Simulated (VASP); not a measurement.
The system is TiAl.

```
Ti Al
1.0
     3.22090    0.00000    0.00000
     0.00000    3.22090    0.00000
     0.00000    0.00000    3.22090
Ti Al
1 1
Direct
  0.00000 0.00000 0.00000
  0.50000 0.50000 0.50000
```

Base run:

* Program: VASP 6.6.1
* Functional: r2SCAN
* Potentials or basis: VASP PAW PBE potentials, release 64 (Ti_sv, Al)
* Cutoff: 520 eV
* k mesh: 8 × 8 × 8
* Occupations: fermi-dirac, width 0.05 eV
* Spin: no spin polarisation

Its results: pressure -4.8 GPa.

**Question.** The run is repeated on the same cell with these changes: functional from r2SCAN to PBE; further incar settings from ALGO = Normal; EDIFF = 1e-06; NBANDS = 14 to ALGO = Normal; EDIFF = 1e-07; NBANDS = 14. What comes out?

**Answer.** Pressure -3.3 GPa.

Caveats: the PAW data sets were made with another functional, which shifts forces and pressure a little (some runs).
